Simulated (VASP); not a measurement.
# KCl (P4/mmm) in VASP: a series of runs

The runs below take KCl through electric field gradients, with PBE.

All numbers are computed with VASP 6.6.1; they aren't measurements. Logs are shortened: lines on timing, memory, paths and dates and some standing lists are left out, and cuts for length are marked.

### Step 1. The cell of the first run

Symmetry: P4/mmm, No. 123, tetragonal system. Conventional cell: a = 3.598 Å, b = 3.598 Å, c = 3.634 Å, α = 90.00°, β = 90.00°, γ = 90.00°. K (site symmetry 4/mmm) has 8 Cl at 3.13 Å and 6 K at 3.60 to 3.63 Å within 4.1 Å. Cl (site symmetry 4/mmm) has 8 K at 3.13 Å and 6 Cl at 3.60 to 3.63 Å within 4.1 Å.

### Step 2. Electric field gradients, PBE (equal xx and yy strain of -1 %)

INCAR reads:

```
SYSTEM = KCl
  PREC = Accurate
  ENCUT = 520
  EDIFF = 1E-8
  ISMEAR = -1
  SIGMA = 0.02
  LREAL = .FALSE.
  LASPH = .TRUE.
  NELM = 80
  ALGO = Normal
  ISIF = 2
  LWAVE = .FALSE.
  LCHARG = .FALSE.
  GGA = PE
  LEFG = .TRUE.
  NBANDS = 15
```

KPOINTS reads:

```
regular mesh
0
G
  7 7 7
  0 0 0
```

POSCAR reads:

```
KCl
1.0
    3.5976600000      0.0000000000      0.0000000000
    0.0000000000      3.5976600000      0.0000000000
    0.0000000000      0.0000000000      3.6340000000
K Cl
1 1
Direct
    0.0000000000      0.0000000000      0.0000000000
    0.5000000000      0.5000000000      0.5000000000
```

Potentials or basis: VASP PAW PBE potentials, release 64 (K_sv, Cl).

The run is started by

```console
$ cat potpaw_PBE.64/K_sv/POTCAR potpaw_PBE.64/Cl/POTCAR > POTCAR
$ mpirun -np 1 vasp_std > vasp.out
```

OUTCAR:

```text
SYSTEM = KCl
   PREC = Accurate
   ENCUT = 520
   EDIFF = 1E-8
   ISMEAR = -1
   LREAL = .FALSE.
   LASPH = .TRUE.
   NELM = 80
   ISIF = 2
   GGA = PE

 ion  position               nearest neighbor table
   1  0.000  0.000  0.000-   2 3.13   2 3.13   2 3.13   2 3.13   2 3.13   2 3.13   2 3.13   2 3.13

   2  0.500  0.500  0.500-   1 3.13   1 3.13   1 3.13   1 3.13   1 3.13   1 3.13   1 3.13   1 3.13

  LATTYP: Found a simple tetragonal cell.
 ALAT       =     3.5976600000
 C/A-ratio  =     1.0101010101

  Lattice vectors:

 A1 = (   3.5976600000,   0.0000000000,   0.0000000000)
 A2 = (   0.0000000000,   3.5976600000,   0.0000000000)
 A3 = (   0.0000000000,   0.0000000000,   3.6340000000)

Analysis of symmetry for initial positions (statically):
=====================================================================
 Subroutine PRICEL returns:
 Original cell was already a primitive cell.

 Routine SETGRP: Setting up the symmetry group for a
 simple tetragonal supercell.

 Subroutine GETGRP returns: Found 16 space group operations
 (whereof 16 operations were pure point group operations)
 out of a pool of 16 trial point group operations.

The static configuration has the point symmetry D_4h.

Analysis of symmetry for dynamics (positions and initial velocities):
=====================================================================
 Subroutine PRICEL returns:
 Original cell was already a primitive cell.

 Routine SETGRP: Setting up the symmetry group for a
 simple tetragonal supercell.

 Subroutine GETGRP returns: Found 16 space group operations
 (whereof 16 operations were pure point group operations)
 out of a pool of 16 trial point group operations.

The dynamic configuration has the point symmetry D_4h.

 Subroutine INISYM returns: Found 16 space group operations
 (whereof 16 operations are pure point group operations),
 and found     1 'primitive' translations

----------------------------------------------------------------------------------------

                                     Primitive cell

  volume of cell :      47.0354

  direct lattice vectors                    reciprocal lattice vectors
     3.597660000  0.000000000  0.000000000     0.277958451  0.000000000  0.000000000
     0.000000000  3.597660000  0.000000000     0.000000000  0.277958451  0.000000000
     0.000000000  0.000000000  3.634000000     0.000000000  0.000000000  0.275178866

  length of vectors
     3.597660000  3.597660000  3.634000000     0.277958451  0.277958451  0.275178866

  position of ions in fractional coordinates (direct lattice)
     0.000000000  0.000000000  0.000000000
     0.500000000  0.500000000  0.500000000

  ion indices of the primitive-cell ions
   primitive index   ion index
                 1           1
                 2           2

----------------------------------------------------------------------------------------

 KPOINTS: regular mesh

Automatic generation of k-mesh.
 Grid dimensions read from file:
 generate k-points for:    7    7    7

 Generating k-lattice:

  Cartesian coordinates                     Fractional coordinates (reciprocal lattice)
     0.039708350  0.000000000  0.000000000     0.142857143  0.000000000  0.000000000
     0.000000000  0.039708350  0.000000000     0.000000000  0.142857143  0.000000000
     0.000000000  0.000000000  0.039311267     0.000000000  0.000000000  0.142857143

  Length of vectors
     0.039708350  0.039708350  0.039311267

  Shift w.r.t. Gamma in fractional coordinates (k-lattice)
     0.000000000  0.000000000  0.000000000

 Subroutine IBZKPT returns following result:
 ===========================================

 Found     40 irreducible k-points:

 Following reciprocal coordinates:
            Coordinates               Weight
  0.000000  0.000000  0.000000      1.000000
  0.142857  0.000000  0.000000      4.000000
  0.285714  0.000000  0.000000      4.000000
  0.428571  0.000000  0.000000      4.000000
  0.142857  0.142857  0.000000      4.000000
  0.285714  0.142857  0.000000      8.000000
[... 16 lines left out ...]
  0.285714  0.000000  0.285714      8.000000
  0.428571  0.000000  0.285714      8.000000
 [... further k-points ...]
   k-points           NKPTS =     40   k-points in BZ     NKDIM =     40   number of bands    NBANDS=     15
   number of dos      NEDOS =    301   number of ions     NIONS =      2
   total plane-waves  NPLWV =  21952
   dimension x,y,z NGX =    28 NGY =   28 NGZ =   28
   dimension x,y,z NGXF=    56 NGYF=   56 NGZF=   56
   ions per type =               1   1
   NGX,Y,Z   is equivalent  to a cutoff of  12.94, 12.94, 12.81 a.u.
   NGXF,Y,Z  is equivalent  to a cutoff of  25.88, 25.88, 25.62 a.u.
 SYSTEM =  KCl
   PREC   = accura    normal or accurate (medium, high low for compatibility)
   ISTART =      0    job   : 0-new  1-cont  2-samecut
   ICHARG =      2    charge: 1-file 2-atom 10-const
   ISPIN  =      1    spin polarized calculation?
   LNONCOLLINEAR =      F non collinear calculations
   LSORBIT =      F    spin-orbit coupling
   LASPH  =      T    aspherical Exc in radial PAW
   ENCUT  =  520.0 eV  38.22 Ry    6.18 a.u.   6.69  6.69  6.76*2*pi/ulx,y,z
   NELM   =     80;   NELMIN=  2; NELMDL= -5     # of ELM steps
   EDIFF  = 0.1E-07   stopping-criterion for ELM
   LREAL  =      F    real-space projection
   EDIFFG = 0.1E-06   stopping-criterion for IOM
   NSW    =      0    number of steps for IOM
   IBRION =     -1    ionic relax: 0-MD 1-quasi-New 2-CG
   NFREE  =      0    steps in history (QN), initial steepest desc. (CG)
   ISIF   =      2    stress and relaxation
   ISYM   =      2    0-nonsym 1-usesym 2-fastsym
   POTIM  = 0.5000    time-step for ionic-motion
   TEBEG  =    0.0;   TEEND  =   0.0 temperature during run
   PSTRESS=    0.0 pullay stress
   NELECT =      16.0000    total number of electrons
   NUPDOWN=      -1.0000    fix difference up-down
   EMIN   =  10.00;   EMAX   =-10.00  energy-range for DOS
   EFERMI =   0.00;   METHOD = LEGACY
   ISMEAR =    -1;   SIGMA  =   0.02  broadening in eV -4-tet -1-fermi 0-gaus
   EFERMI_NEDOS =   21; number of points for ismear=-14 and -15
   IALGO  =     38    algorithm
   IMIX   =      4    mixing-type and parameters
     AMIX     =   0.40;   BMIX     =  1.00
     AMIX_MAG =   1.60;   BMIX_MAG =  1.00
  volume/ion in A,a.u.               =      23.52       158.71
  Fermi-wavevector in a.u.,A,eV,Ry     =   1.142808  2.159593 17.769333  1.306009
  Thomas-Fermi vector in A             =   2.279504
   LORBIT       =      0    0 simple, 1 ext, 2 COOP (PROOUT), +10 PAW based schemes
   GGA     = PE    functional components
[... 5 lines left out ...]
 non-spin polarized calculation
  energy-cutoff  :      520.00
  volume of cell :       47.04
 maximum number of plane-waves:      1282
 NGX is ok and might be reduce to    28
   NGX = 13   NGY = 13   NGZ = 13

 number of electron      16.0000005 magnetization

 Free energy of the ion-electron system (eV)
  ---------------------------------------------------
  ext. energy  EPLUGINS =         0.00000000
  ---------------------------------------------------
  free energy    TOTEN  =        -6.51985119 eV

  energy without entropy =       -6.51985119  energy(sigma->0) =       -6.51985119

 E-fermi :   0.6960     XC(G=0):  -8.9025

 val. band max:        0.1792524329   @ k =   0.4286   0.0000   0.4286
 cond. band min:       5.8803961462   @ k =   0.0000   0.0000   0.0000
 fundamental gap:      5.7011437133
 Fermi energy:         0.6960271399

 k-point     1 :       0.0000    0.0000    0.0000
  band No.  band energies     occupation
      1     -27.6034      2.00000
      2     -12.7729      2.00000
      3     -10.9500      2.00000
      4     -10.9388      2.00000
      5     -10.9388      2.00000
      6      -0.0850      2.00000
      7      -0.0202      2.00000
      8      -0.0202      2.00000
      9       5.8804      0.00000
     10       6.5059      0.00000
     11       6.5509      0.00000
     12      11.2747      0.00000
     13      11.2747      0.00000
     14      11.3585      0.00000
     15      14.4597      0.00000
[... 397 lines left out ...]
 k-point    24 :       0.4286    0.0000    0.2857
  band No.  band energies     occupation
      1     -27.5405      2.00000
      2     -12.7005      2.00000
      3     -11.1872      2.00000
      4     -10.9936      2.00000
      5     -10.8559      2.00000
      6      -1.5764      2.00000
      7      -0.9100      2.00000
      8       0.0818      2.00000
      9       7.2741      0.00000
     10       8.1616      0.00000
     11       9.8006      0.00000
     12      10.2093      0.00000
     13      10.3866      0.00000
     14      11.6038      0.00000
     15      13.0727      0.00000

 [... further k-points ...]
[... 5 lines left out ...]
  --------------------------------------------------------------------------------------
  -------------------------------------------------------------------------------------
  Total        1.6203790      1.6203790      1.4640105      0.0000000      0.0000000      0.0000000
  in kB       55.1952903     55.1952903     49.8688807      0.0000000      0.0000000      0.0000000
  external PRESSURE =      53.4198205 kB  Pullay stress =       0.0000000 kB

 VOLUME and BASIS-vectors are now :
 -----------------------------------------------------------------------------
  energy-cutoff  :      520.00
  volume of cell :       47.04
      direct lattice vectors                 reciprocal lattice vectors
     3.597660000  0.000000000  0.000000000     0.277958451  0.000000000  0.000000000
     0.000000000  3.597660000  0.000000000     0.000000000  0.277958451  0.000000000
     0.000000000  0.000000000  3.634000000     0.000000000  0.000000000  0.275178866

 POSITION                                       TOTAL-FORCE (eV/Angst)
 -----------------------------------------------------------------------------------
      0.00000      0.00000      0.00000         0.000000      0.000000      0.000000
      1.79883      1.79883      1.81700         0.000000      0.000000      0.000000
 -----------------------------------------------------------------------------------
    total drift:                               -0.000000      0.000000      0.000000

  FREE ENERGIE OF THE ION-ELECTRON SYSTEM (eV)
  ---------------------------------------------------
  free  energy   TOTEN  =        -6.5198511890 eV

  energy  without entropy=       -6.5198511890  energy(sigma->0) =       -6.51985119

 Electric field gradients (V/A^2)
---------------------------------------------------------------------
 ion       V_xx      V_yy      V_zz      V_xy      V_xz      V_yz
---------------------------------------------------------------------
   1       0.692     0.692    -1.385    -0.000    -0.000     0.000
   2      -1.304    -1.304     2.607     0.000     0.000     0.000
---------------------------------------------------------------------

 Electric field gradients after diagonalization (V/A^2)
 (convention: |V_zz| > |V_xx| > |V_yy|)
----------------------------------------------------------------------
 ion       V_xx      V_yy      V_zz     asymmetry (V_yy - V_xx)/ V_zz
----------------------------------------------------------------------
   1       0.692     0.692    -1.385       0.000
   2      -1.304    -1.304     2.607       0.000
----------------------------------------------------------------------

           NMR quadrupolar parameters

 Cq : quadrupolar parameter    Cq=e*Q*V_zz/h
 eta: asymmetry parameters     (V_yy - V_xx)/ V_zz
 Q  : nuclear electric quadrupole moment in mb (millibarn)
----------------------------------------------------------------------
 ion       Cq(MHz)       eta       Q (mb)
----------------------------------------------------------------------
   1      -0.003       0.000       1.000
   2       0.006       0.000       1.000
----------------------------------------------------------------------
```

It took 20 s on 1 thread of Intel Xeon Platinum 8488C (Sapphire Rapids), shared host; peak memory 0.16 GiB.

What came out:

* Free energy: -6.5199 eV
* Pressure: 5.3 GPa
* Band gap on the k mesh: 5.70 eV, indirect (least direct gap 5.90 eV)

Electric field gradients, principal values (V/Å²):
```csv
atom,least,middle,greatest (by size)
1 K,0.692,0.692,-1.385
2 Cl,-1.304,-1.304,2.607
```

Caveat: the cell differs from its parent crystal (equal xx and yy strain of -1 %); without QUAD_EFG the Cq values of the log hold for a quadrupole moment of 1 mb, not for the nuclei. A k mesh can miss the band edges.

### Step 3. Electric field gradients, PBE (zz strain of +1 %)

INCAR reads:

```
SYSTEM = KCl
PREC     = Accurate       ! precision mode
ENCUT    = 520            ! plane-wave cutoff, eV
EDIFF    = 1E-8           ! SCF threshold, eV
ISMEAR   = -1             ! smearing method
SIGMA    = 0.02           ! smearing width, eV
LREAL    = .FALSE.        ! projectors in reciprocal space
LASPH    = .TRUE.         ! aspherical terms in the spheres
NELM     = 60             ! most SCF steps
ALGO     = Normal         ! electronic algorithm
ISIF     = 2              ! what is computed and relaxed
LWAVE    = .FALSE.        ! write WAVECAR
LCHARG   = .FALSE.        ! write CHGCAR
GGA      = PE             ! functional
LEFG     = .TRUE.       
NBANDS   = 15             ! bands
```

KPOINTS is that of step 2.

POSCAR reads:

```
KCl
1.0
    3.6340000000      0.0000000000      0.0000000000
    0.0000000000      3.6340000000      0.0000000000
    0.0000000000      0.0000000000      3.6703400000
K Cl
1 1
Direct
    0.0000000000      0.0000000000      0.0000000000
    0.5000000000      0.5000000000      0.5000000000
```

Potentials or basis: VASP PAW PBE potentials, release 64 (K_sv, Cl).

The run is started by

```console
$ cat potpaw_PBE.64/K_sv/POTCAR potpaw_PBE.64/Cl/POTCAR > POTCAR
$ mpirun -np 1 vasp_std > vasp.out
```

OUTCAR:

```text
SYSTEM = KCl
   PREC = Accurate
   ENCUT = 520
   EDIFF = 1E-8
   ISMEAR = -1
   LREAL = .FALSE.
   LASPH = .TRUE.
   NELM = 60
   ISIF = 2
   GGA = PE

 ion  position               nearest neighbor table
   1  0.000  0.000  0.000-   2 3.16   2 3.16   2 3.16   2 3.16   2 3.16   2 3.16   2 3.16   2 3.16

   2  0.500  0.500  0.500-   1 3.16   1 3.16   1 3.16   1 3.16   1 3.16   1 3.16   1 3.16   1 3.16

  LATTYP: Found a simple tetragonal cell.
 ALAT       =     3.6340000000
 C/A-ratio  =     1.0100000000

  Lattice vectors:

 A1 = (   3.6340000000,   0.0000000000,   0.0000000000)
 A2 = (   0.0000000000,   3.6340000000,   0.0000000000)
 A3 = (   0.0000000000,   0.0000000000,   3.6703400000)

Analysis of symmetry for initial positions (statically):
=====================================================================
 Subroutine PRICEL returns:
 Original cell was already a primitive cell.

 Routine SETGRP: Setting up the symmetry group for a
 simple tetragonal supercell.
[... 622 lines left out ...]
      direct lattice vectors                 reciprocal lattice vectors
     3.634000000  0.000000000  0.000000000     0.275178866  0.000000000  0.000000000
     0.000000000  3.634000000  0.000000000     0.000000000  0.275178866  0.000000000
     0.000000000  0.000000000  3.670340000     0.000000000  0.000000000  0.272454323

 POSITION                                       TOTAL-FORCE (eV/Angst)
 -----------------------------------------------------------------------------------
      0.00000      0.00000      0.00000         0.000000      0.000000      0.000000
      1.81700      1.81700      1.83517         0.000000      0.000000      0.000000
 -----------------------------------------------------------------------------------
    total drift:                               -0.000000      0.000000      0.000000

  FREE ENERGIE OF THE ION-ELECTRON SYSTEM (eV)
  ---------------------------------------------------
  free  energy   TOTEN  =        -6.5627446894 eV

  energy  without entropy=       -6.5627446894  energy(sigma->0) =       -6.56274469

 Electric field gradients (V/A^2)
---------------------------------------------------------------------
 ion       V_xx      V_yy      V_zz      V_xy      V_xz      V_yz
---------------------------------------------------------------------
   1       0.665     0.665    -1.330     0.000     0.000     0.000
   2      -1.276    -1.276     2.552     0.000     0.000    -0.000
---------------------------------------------------------------------

 Electric field gradients after diagonalization (V/A^2)
 (convention: |V_zz| > |V_xx| > |V_yy|)
----------------------------------------------------------------------
 ion       V_xx      V_yy      V_zz     asymmetry (V_yy - V_xx)/ V_zz
----------------------------------------------------------------------
   1       0.665     0.665    -1.330       0.000
   2      -1.276    -1.276     2.552       0.000
----------------------------------------------------------------------

           NMR quadrupolar parameters

 Cq : quadrupolar parameter    Cq=e*Q*V_zz/h
 eta: asymmetry parameters     (V_yy - V_xx)/ V_zz
 Q  : nuclear electric quadrupole moment in mb (millibarn)
----------------------------------------------------------------------
 ion       Cq(MHz)       eta       Q (mb)
----------------------------------------------------------------------
   1      -0.003       0.000       1.000
   2       0.006       0.000       1.000
----------------------------------------------------------------------
```

OSZICAR:

```text
N       E                     dE             d eps       ncg     rms          rms(c)
DAV:   1     0.103937700579E+03    0.10394E+03   -0.74159E+03  1200   0.988E+02
DAV:   2    -0.138240767585E+01   -0.10532E+03   -0.97208E+02  1570   0.250E+02
DAV:   3    -0.665688290560E+01   -0.52745E+01   -0.52477E+01  1676   0.496E+01
DAV:   4    -0.684450875462E+01   -0.18763E+00   -0.18759E+00  1759   0.843E+00
DAV:   5    -0.684587409395E+01   -0.13653E-02   -0.13653E-02  1725   0.829E-01    0.361E+00
DAV:   6    -0.659099768799E+01    0.25488E+00   -0.26641E-01  1487   0.334E+00    0.303E+00
DAV:   7    -0.656037241598E+01    0.30625E-01   -0.89463E-02  1613   0.208E+00    0.174E+00
DAV:   8    -0.656257749167E+01   -0.22051E-02   -0.15917E-02  1613   0.101E+00    0.219E-01
DAV:   9    -0.656255044170E+01    0.27050E-04   -0.56817E-04  1648   0.169E-01    0.961E-02
DAV:  10    -0.656274681088E+01   -0.19637E-03   -0.26471E-04  1347   0.131E-01    0.253E-02
DAV:  11    -0.656274492394E+01    0.18869E-05   -0.69938E-06  1716   0.199E-02    0.696E-03
DAV:  12    -0.656274467790E+01    0.24603E-06   -0.13570E-06  1333   0.982E-03    0.164E-03
DAV:  13    -0.656274472500E+01   -0.47099E-07   -0.71828E-08  1707   0.240E-03    0.599E-04
DAV:  14    -0.656274466369E+01    0.61313E-07   -0.28388E-08  1325   0.137E-03    0.126E-04
DAV:  15    -0.656274467594E+01   -0.12245E-07   -0.49338E-10  1167   0.156E-04    0.607E-05
DAV:  16    -0.656274469463E+01   -0.18694E-07   -0.36527E-10   866   0.152E-04    0.337E-05
DAV:  17    -0.656274468941E+01    0.52230E-08   -0.60912E-11   817   0.578E-05
   1 F= -.65627447E+01 E0= -.65627447E+01  d E =-.165591E-10
```

It took 20 s on 1 thread of Intel Xeon Platinum 8488C (Sapphire Rapids), shared host; peak memory 0.16 GiB.

What came out:

```yaml
Free_energy: -6.5627 eV
Pressure: 4.2 GPa
Band_gap_on_the_k_mesh: 5.54 eV, indirect (least direct gap 5.73 eV)
```

Electric field gradients, principal values (V/Å²):
| atom | least | middle | greatest (by size) |
| --- | --- | --- | --- |
| 1 K | 0.665 | 0.665 | -1.330 |
| 2 Cl | -1.276 | -1.276 | 2.552 |

Caveat: the cell differs from its parent crystal (zz strain of +1 %); without QUAD_EFG the Cq values of the log hold for a quadrupole moment of 1 mb, not for the nuclei.
